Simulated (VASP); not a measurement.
Se, 2 atoms in the cell. Symmetry: P6_3/mmc, No. 194, hexagonal system. Conventional cell: a = 2.309 Å, b = 2.309 Å, c = 3.591 Å, α = 90.00°, β = 90.00°, γ = 120.00°. Se (site symmetry -6m2) has 12 Se at 2.24 to 2.31 Å within 3.0 Å. 

- Program: VASP 6.6.1
- Task: single point
- Functional: PBE
- Potentials or basis: VASP PAW PBE potentials, release 64 (Se)
- Cutoff: 520 eV
- k mesh: 19 × 19 × 10
- Occupations: fermi-dirac, width 0.1 eV
- Spin: no spin polarisation
- Dipole correction: no
- Further INCAR settings: ALGO = Normal; EDIFF = 1e-06; NBANDS = 13

Potentials or basis: VASP PAW PBE potentials, release 64 (Se).

The run is started by

```bash
$ cat potpaw_PBE.64/Se/POTCAR > POTCAR
$ mpirun -np 1 vasp_std > vasp.out
```

Hardware: 1 thread of Intel(R) Xeon(R) 6975P-C (Granite Rapids), on a shared host.

Estimate the wall time of this run.

It took 18 s on 1 thread of Intel(R) Xeon(R) 6975P-C (Granite Rapids), with other jobs on the host, peak memory 0.16 GiB. Counts: scf iterations 11, k points 240.
